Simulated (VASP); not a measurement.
# Si (I4/mmm) in VASP: further runs, part 2 of 2

VASP 6.6.1. Earlier steps stand in the parts before.

**4. Single point, r2SCAN (strain -0.030 along x and y, +0.015 along z)**

The input, POSCAR:

```
Si
1.0
   -1.5781074821      1.5781074821      1.3401347978
    1.5781074821     -1.5781074821      1.3401347978
    1.5781074821      1.5781074821     -1.3401347978
Si
1
Direct
    0.0000000000      0.0000000000      0.0000000000
```

The input, INCAR.step1:

```
PREC = Accurate
ENCUT = 520
ISMEAR = 0
SIGMA = 0.15
LREAL = False
LASPH = True
NELM = 60
NBANDS = 8
GGA = PE
ALGO = Normal
EDIFF = 1E-4
LWAVE = True
LCHARG = False
```

The input, INCAR.step2:

```
PREC = Accurate
ENCUT = 520
EDIFF = 1E-6
ISMEAR = 0
SIGMA = 0.15
LREAL = False
LASPH = True
NELM = 60
ALGO = Normal
ISIF = 2
LWAVE = False
LCHARG = False
METAGGA = R2SCAN
LMIXTAU = True
NBANDS = 8
ISTART = 1
```

The input, KPOINTS:

```
regular mesh
0
Gamma
  22 22 22
```

Potentials or basis: VASP PAW PBE potentials, release 64 (Si).

On the command line:

```bash
> cat potpaw_PBE.64/Si/POTCAR > POTCAR
> cp INCAR.step1 INCAR
> mpirun -np 1 vasp_std > vasp.out
> cp INCAR.step2 INCAR
> mpirun -np 1 vasp_std > vasp.out
```

OUTCAR:

```text
PREC = Accurate
   ENCUT = 520
   EDIFF = 1E-6
   ISMEAR = 0
   LREAL = False
   LASPH = True
   NELM = 60
   ISIF = 2
   METAGGA = R2SCAN
   ISTART = 1

 ion  position               nearest neighbor table
   1  0.000  0.000  0.000-

  LATTYP: Found a body centered tetragonal cell.
 ALAT       =     3.1562149642
 C/A-ratio  =     0.8492037539

  Lattice vectors:

 A1 = (  -1.5781074821,   1.5781074821,   1.3401347978)
 A2 = (   1.5781074821,  -1.5781074821,   1.3401347978)
 A3 = (   1.5781074821,   1.5781074821,  -1.3401347978)

Analysis of symmetry for initial positions (statically):
=====================================================================
 Subroutine PRICEL returns:
 Original cell was already a primitive cell.

 Routine SETGRP: Setting up the symmetry group for a
 body centered tetragonal supercell.

 Subroutine GETGRP returns: Found 16 space group operations
 (whereof 16 operations were pure point group operations)
 out of a pool of 16 trial point group operations.

The static configuration has the point symmetry D_4h.

Analysis of symmetry for dynamics (positions and initial velocities):
=====================================================================
 Subroutine PRICEL returns:
 Original cell was already a primitive cell.

 Routine SETGRP: Setting up the symmetry group for a
 body centered tetragonal supercell.

 Subroutine GETGRP returns: Found 16 space group operations
 (whereof 16 operations were pure point group operations)
 out of a pool of 16 trial point group operations.

The dynamic configuration has the point symmetry D_4h.

 Subroutine INISYM returns: Found 16 space group operations
 (whereof 16 operations are pure point group operations),
 and found     1 'primitive' translations

----------------------------------------------------------------------------------------

                                     Primitive cell

  volume of cell :      13.3500

  direct lattice vectors                    reciprocal lattice vectors
    -1.578107482  1.578107482  1.340134798     0.000000000  0.316835200  0.373096797
     1.578107482 -1.578107482  1.340134798     0.316835200  0.000000000  0.373096797
     1.578107482  1.578107482 -1.340134798     0.316835200  0.316835200  0.000000000

  length of vectors
     2.603230248  2.603230248  2.603230248     0.489474988  0.489474988  0.448072637

  position of ions in fractional coordinates (direct lattice)
     0.000000000  0.000000000  0.000000000

  ion indices of the primitive-cell ions
   primitive index   ion index
                 1           1

----------------------------------------------------------------------------------------

 KPOINTS: regular mesh

Automatic generation of k-mesh.
 Grid dimensions read from file:
 generate k-points for:   22   22   22

 Generating k-lattice:

  Cartesian coordinates                     Fractional coordinates (reciprocal lattice)
     0.000000000  0.014401600  0.016958945     0.045454545 -0.000000000  0.000000000
     0.014401600  0.000000000  0.016958945    -0.000000000  0.045454545  0.000000000
     0.014401600  0.014401600  0.000000000     0.000000000  0.000000000  0.045454545

  Length of vectors
     0.022248863  0.022248863  0.020366938

  Shift w.r.t. Gamma in fractional coordinates (k-lattice)
     0.000000000  0.000000000  0.000000000

 Subroutine IBZKPT returns following result:
 ===========================================

 Found    834 irreducible k-points:

 Following reciprocal coordinates:
            Coordinates               Weight
  0.000000  0.000000  0.000000      1.000000
  0.045455  0.000000 -0.000000      8.000000
  0.090909  0.000000 -0.000000      8.000000
  0.136364 -0.000000  0.000000      8.000000
  0.181818 -0.000000  0.000000      8.000000
  0.227273  0.000000  0.000000      8.000000
[... 16 lines left out ...]
  0.500000  0.045455  0.000000     16.000000
 -0.454545  0.045455 -0.000000     16.000000
 [... further k-points ...]
   k-points           NKPTS =    834   k-points in BZ     NKDIM =    834   number of bands    NBANDS=      8
   number of dos      NEDOS =    301   number of ions     NIONS =      1
   total plane-waves  NPLWV =   8000
   dimension x,y,z NGX =    20 NGY =   20 NGZ =   20
   dimension x,y,z NGXF=    40 NGYF=   40 NGZF=   40
   ions per type =               1
   NGX,Y,Z   is equivalent  to a cutoff of  12.77, 12.77, 12.77 a.u.
   NGXF,Y,Z  is equivalent  to a cutoff of  25.54, 25.54, 25.54 a.u.
 SYSTEM =  unknown system
   PREC   = accura    normal or accurate (medium, high low for compatibility)
   ISTART =      1    job   : 0-new  1-cont  2-samecut
   ICHARG =      0    charge: 1-file 2-atom 10-const
   ISPIN  =      1    spin polarized calculation?
   LNONCOLLINEAR =      F non collinear calculations
   LSORBIT =      F    spin-orbit coupling
   LASPH  =      T    aspherical Exc in radial PAW
   ENCUT  =  520.0 eV  38.22 Ry    6.18 a.u.   4.84  4.84  4.84*2*pi/ulx,y,z
   NELM   =     60;   NELMIN=  2; NELMDL=  0     # of ELM steps
   EDIFF  = 0.1E-05   stopping-criterion for ELM
   LREAL  =      F    real-space projection
   EDIFFG = 0.1E-04   stopping-criterion for IOM
   NSW    =      0    number of steps for IOM
   IBRION =     -1    ionic relax: 0-MD 1-quasi-New 2-CG
   NFREE  =      0    steps in history (QN), initial steepest desc. (CG)
   ISIF   =      2    stress and relaxation
   ISYM   =      2    0-nonsym 1-usesym 2-fastsym
   POTIM  = 0.5000    time-step for ionic-motion
   TEBEG  =    0.0;   TEEND  =   0.0 temperature during run
   PSTRESS=    0.0 pullay stress
   NELECT =       4.0000    total number of electrons
   NUPDOWN=      -1.0000    fix difference up-down
   EMIN   =  10.00;   EMAX   =-10.00  energy-range for DOS
   EFERMI =   0.00;   METHOD = LEGACY
   ISMEAR =     0;   SIGMA  =   0.15  broadening in eV -4-tet -1-fermi 0-gaus
   EFERMI_NEDOS =   21; number of points for ismear=-14 and -15
   IALGO  =     38    algorithm
   IMIX   =      4    mixing-type and parameters
     AMIX     =   0.40;   BMIX     =  1.00
     AMIX_MAG =   1.60;   BMIX_MAG =  1.00
  volume/ion in A,a.u.               =      13.35        90.09
  Fermi-wavevector in a.u.,A,eV,Ry     =   1.095471  2.070140 16.327768  1.200057
  Thomas-Fermi vector in A             =   2.231795
   LORBIT       =      0    0 simple, 1 ext, 2 COOP (PROOUT), +10 PAW based schemes
   METAGGA = R2SCAN    functional components
   LHFCALC =     F    Hartree Fock is set to
   AEXX    =    0.0000 exact exchange contribution
   IVDW    =     0    specifies the selected vdW correction
   LEPSILON=     F    determine dielectric tensor
   LRPA    =     F    only Hartree local field effects (RPA)
 non-spin polarized calculation
 Gauss-broadening in eV      SIGMA  =   0.15
  energy-cutoff  :      520.00
  volume of cell :       13.35
 maximum number of plane-waves:       373
   NGX =  9   NGY =  9   NGZ =  9

 number of electron       4.0000000 magnetization

 Free energy of the ion-electron system (eV)
  ---------------------------------------------------
  ext. energy  EPLUGINS =         0.00000000
  ---------------------------------------------------
  free energy    TOTEN  =        -8.07446145 eV

  energy without entropy =       -8.07031283  energy(sigma->0) =       -8.07238714

 E-fermi :  11.2547     XC(G=0): -12.3228

 val. band max:       11.2529636103   @ k =   0.5000   0.1818   0.0909
 cond. band min:      11.2567614172   @ k =  -0.1364  -0.3182   0.1364
 fundamental gap:      0.0037978069
 Fermi energy:        11.2547447824

 k-point     1 :       0.0000    0.0000    0.0000
  band No.  band energies     occupation
      1      -4.8639      2.00000
      2      22.1585      0.00000
      3      23.3021      0.00000
      4      23.3021      0.00000
      5      26.1515      0.00000
      6      26.4484      0.00000
      7      26.9635      0.00000
      8      26.9635      0.00000
[... 243 lines left out ...]
 k-point    24 :      -0.4545    0.0455   -0.0000
  band No.  band energies     occupation
      1       1.8593      2.00000
      2       7.0076      2.00000
      3      15.8887      0.00000
      4      18.0529      0.00000
      5      19.7857      0.00000
      6      22.7030      0.00000
      7      32.4283      0.00000
      8      35.5752      0.00000

 [... further k-points ...]

------------------------ aborting loop because EDIFF is reached ----------------------------------------

  FORCE on cell =-STRESS in cart. coord.  units (eV):
  Direction    XX          YY          ZZ          XY          YZ          ZX
  --------------------------------------------------------------------------------------
  -------------------------------------------------------------------------------------
  Total        0.5642892      0.5642892      0.0934049      0.0000000     -0.0000000      0.0000000
  in kB       67.7221466     67.7221466     11.2098231      0.0000000     -0.0000000      0.0000000
  external PRESSURE =      48.8847054 kB  Pullay stress =       0.0000000 kB

 VOLUME and BASIS-vectors are now :
 -----------------------------------------------------------------------------
  energy-cutoff  :      520.00
  volume of cell :       13.35
      direct lattice vectors                 reciprocal lattice vectors
    -1.578107482  1.578107482  1.340134798     0.000000000  0.316835200  0.373096797
     1.578107482 -1.578107482  1.340134798     0.316835200  0.000000000  0.373096797
     1.578107482  1.578107482 -1.340134798     0.316835200  0.316835200  0.000000000

 POSITION                                       TOTAL-FORCE (eV/Angst)
 -----------------------------------------------------------------------------------
      0.00000      0.00000      0.00000         0.000000     -0.000000      0.000000
 -----------------------------------------------------------------------------------
    total drift:                                0.000000     -0.000000     -0.000000

  FREE ENERGIE OF THE ION-ELECTRON SYSTEM (eV)
  ---------------------------------------------------
  free  energy   TOTEN  =        -8.0744614463 eV

  energy  without entropy=       -8.0703128302  energy(sigma->0) =       -8.07238714
```

OSZICAR.step1:

```text
N       E                     dE             d eps       ncg     rms          rms(c)
DAV:   1    -0.245016795642E+01   -0.24502E+01   -0.18519E+03 14640   0.383E+02
DAV:   2    -0.491505804553E+01   -0.24649E+01   -0.23336E+01 19712   0.302E+01
DAV:   3    -0.492819014088E+01   -0.13132E-01   -0.13125E-01 15304   0.232E+00
DAV:   4    -0.492820168309E+01   -0.11542E-04   -0.11542E-04 21616   0.727E-02
DAV:   5    -0.492820168524E+01   -0.21509E-08   -0.23225E-08 15328   0.574E-04    0.314E+00
DAV:   6    -0.491593564267E+01    0.12266E-01   -0.33706E-03 15128   0.262E-01    0.175E+00
DAV:   7    -0.490870873611E+01    0.72269E-02   -0.70070E-03 15384   0.379E-01    0.150E-01
DAV:   8    -0.490868151988E+01    0.27216E-04   -0.28650E-05 17800   0.428E-02
   1 F= -.49086815E+01 E0= -.49065146E+01  d E =-.433386E-02
```

It took 5.4 min on 1 thread of Intel Xeon 8259CL, shared host; peak memory 0.18 GiB.

Results:

```
Free energy            : -8.0745 eV
Pressure               : 4.9 GPa
Band gap on the k mesh : zero (bands 2 and 3 overlap by 15.34 eV)
```

Levels at points of the mesh, in eV from the Fermi level:
| k point | band 1 | band 2 | band 3 | band 4 | band 5 | band 6 |
| --- | --- | --- | --- | --- | --- | --- |
| (0.00, 0.00, 0.00) | -16.12 | 10.90 | 12.05 | 12.05 | 14.90 | 15.19 |
| (0.50, 0.00, 0.00) | -7.35 | -6.72 | 5.54 | 6.81 | 7.73 | 10.53 |
| (0.50, 0.50, 0.00) | -8.82 | -8.18 | 9.26 | 11.24 | 12.48 | 12.56 |
| (0.50, 0.50, 0.50) | -2.31 | -2.31 | -0.44 | 1.16 | 3.40 | 6.15 |

Caveat: the cell differs from its parent crystal (strain -0.030 along x and y, +0.015 along z); the stress differs along the axes, from 1 to 7 GPa; the PAW data sets were made with another functional, which shifts forces and pressure a little.

**5. Overview**

| cell | gap on the mesh (eV) | pressure (GPa) |
| --- | --- | --- |
| a = 2.593 Å, angles 105.0, 105.0, 118.8°, 1 atom | none | 6.7 |
| a = 2.603 Å, angles 104.0, 104.0, 121.1°, 1 atom | none | 6.8 |
| a = 2.603 Å, angles 105.4, 105.4, 118.0°, 1 atom | none | 4.9 |

Alike in all rows: task single point; level r2SCAN; potentials or basis VASP PAW PBE potentials, release 64 (Si); no spin polarisation; k mesh 22 × 22 × 22; cutoff (eV) 520; smearing gaussian 0.15 eV.

Caveats: the PAW data sets were made with another functional, which shifts forces and pressure a little; the stress differs along the axes, from 3 to 9 GPa (at least some runs); the cell stands under pressure (at least some runs); the stress differs along the axes, from 1 to 7 GPa (at least some runs).

Total energies depend on the potentials used, so only differences within one code and one set of settings carry meaning.
